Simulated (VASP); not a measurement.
Write the native input for VASP 6.6.1 that does the following.

```
Task                   : single point
Functional             : PBE
Potentials or basis    : VASP PAW PBE potentials, release 64 (Cd)
Cutoff                 : 520 eV
k mesh                 : 3 × 3 × 1
Occupations            : gaussian, width 0.1 eV
Spin                   : no spin polarisation
Dipole correction      : yes
Further INCAR settings : ALGO = Normal; EDIFF = 1e-06; NBANDS = 25
```

The structure of Cd lies in POSCAR:

```
Cd
1.0
    6.2785690000      0.0000000000      0.0000000000
   -3.1392850000      5.4374010000      0.0000000000
    0.0000000000      0.0000000000     14.0000000000
Cd
3
Direct
    0.0000000000      0.5000000000      0.5000000000
    0.5000000000      0.0000000000      0.5000000000
    0.5000000000      0.5000000000      0.5000000000
```

These files were run (other wordings do the same):

INCAR

```
  ALGO = Normal
  DIPOL = 0.5 0.5 0.500
  EDIFF = 1E-6
  ENCUT = 520
  GGA = PE
  IDIPOL = 3
  ISIF = 2
  ISMEAR = 0
  LASPH = True
  LCHARG = False
  LDIPOL = True
  LREAL = False
  LWAVE = False
  NBANDS = 25
  NELM = 100
  PREC = Accurate
  SIGMA = 0.1
```

KPOINTS

```
k-points
0
Gamma
  3 3 1
```

Potentials or basis: VASP PAW PBE potentials, release 64 (Cd).

Launch:

```sh
$ cat potpaw_PBE.64/Cd/POTCAR > POTCAR
$ mpirun -np 1 vasp_std > vasp.out
```

Results of the run:

The band gap on the k mesh is zero (filled and empty bands touch).

Caveat: the k points lie up to 0.39 Å⁻¹ apart.

It took 65 s on 1 thread of Intel(R) Xeon(R) Platinum 8488C (Sapphire Rapids), with other jobs on the host, peak memory 0.52 GiB.
